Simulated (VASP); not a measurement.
Runs of VASP 6.6.1 on Be. The structure is that of space group P6_3/mmc (No. 194), or close to it. The cells are those of the table. 

```csv
task,cell,gap on the mesh (eV),pressure (GPa)
single point,"a = 2.287, b = 2.287, c = 3.609 Å, angles 90.0, 90.0, 120.0°, 2 atoms",none,-4.6
electric field gradients,"a = 2.309, b = 2.309, c = 3.644 Å, angles 90.0, 90.0, 120.0°, 2 atoms",none,-7.6
electric field gradients,"a = 2.219, b = 2.219, c = 3.502 Å, angles 90.0, 90.0, 120.0°, 2 atoms",none,(a)
single point,"a = 2.309, b = 2.309, c = 3.644 Å, angles 90.0, 90.0, 120.0°, 2 atoms",none,-7.6
electric field gradients,"a = 2.242, b = 2.242, c = 3.538 Å, angles 90.0, 90.0, 120.0°, 2 atoms",none,2.6
```

Alike in all rows: level PBEsol; potentials or basis VASP PAW PBE potentials, release 64 (Be); no spin polarisation; k mesh 21 × 21 × 11; cutoff (eV) 520; smearing fermi-dirac 0.05 eV.

Fill in the values left out.

(a) 6.9.

Caveats: the PAW data sets were made with another functional, which shifts forces and pressure a little.

A gap of «none» marks levels without a gap at the run's occupations.
